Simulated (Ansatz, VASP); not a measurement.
# SiC: VASP beside Ansatz

Contents of INCAR:

```
SYSTEM = SiC
ALGO     = Normal         ! electronic algorithm
EDIFF    = 1E-6           ! SCF threshold, eV
ENCUT    = 600            ! plane-wave cutoff, eV
GGA_COMPAT= .FALSE.      
ISIF     = 2              ! what is computed and relaxed
ISMEAR   = 0              ! smearing method
LASPH    = .TRUE.         ! aspherical terms in the spheres
LCHARG   = .FALSE.        ! write CHGCAR
LREAL    = .FALSE.        ! projectors in reciprocal space
LWAVE    = .FALSE.        ! write WAVECAR
NBANDS   = 16             ! bands
NELM     = 120            ! most SCF steps
PREC     = Accurate       ! precision mode
SIGMA    = 0.05           ! smearing width, eV
```

Contents of KPOINTS:

```
k-points
0
G
  10 10 6
  0 0 0
```

POSCAR

```
SiC
1.0
    0.0000000000     -2.1644105396     -2.2148413052
    0.0000000000      2.1644105396     -2.2148413052
    4.3288210792      0.0000000000      0.0000000000
Si C
2 2
Direct
    0.5000000000      0.5000000000      0.5000000000
    0.0000000000      0.0000000000      0.0000000000
    0.0000000000      0.5000000000      0.2500000000
    0.5000000000      0.0000000000      0.7500000000
```

Input for Ansatz:

```yaml
crystal:
  lattice:
    - [0.0, -2.1644105396, -2.2148413052]
    - [0.0, 2.1644105396, -2.2148413052]
    - [4.3288210792, 0.0, 0.0]
  atoms:
    - { symbol: Si, position: [0.5, 0.5, 0.5] }
    - { symbol: Si, position: [0.0, 0.0, 0.0] }
    - { symbol: C, position: [0.0, 0.5, 0.25] }
    - { symbol: C, position: [0.5, 0.0, 0.75] }
basis:
  ecutwfc: 520.0
kpoints:
  mp_grid: { grid: [10, 10, 6] }
hamiltonian:
  xc: lda
  pseudopotentials: { kind: paw, azcp: { folder: soft_1 } }
scf:
  occupations: { method: gaussian, width: 0.05 }
output:
  forces: true
  stress: true
  eigenvalues: true
```

Change from the starting cell: mode 4 frozen in at +0.000 Å, normal strain along y +0.0233.

Alike in both runs: task single point; functional LDA; k mesh 10 × 10 × 6; occupations gaussian, width 0.05 eV; no spin polarisation.

|  | VASP | Ansatz |
| --- | --- | --- |
| version | VASP 6.6.1 | Ansatz 0.2.0 |
| potentials or method | VASP PAW LDA potentials, release 64 (Si, C), cutoff 600 eV | scalar-relativistic, plane waves, PAW |
| valence electrons in the cell | 16 | 16 |

Ansatz gave:

```
gap on the k mesh at the Fermi level (eV)                     : 1.20
least direct gap on the mesh (eV)                             : 1.20
pressure (GPa)                                                : -5.1
traceless stress, the component that is largest in VASP (GPa) : -4.18
```

Question: Which values does VASP return?

Answer: gap on the k mesh at the Fermi level (eV): 1.18; least direct gap on the mesh (eV): 1.18; pressure (GPa): -4.9; traceless stress, the component that is largest in VASP (GPa): -4.18.

Ansatz warns that its potentials were made for another functional, while VASP's fit it. LDA's correlation is that of Perdew and Zunger in VASP and of Perdew and Wang (1992) in Ansatz.
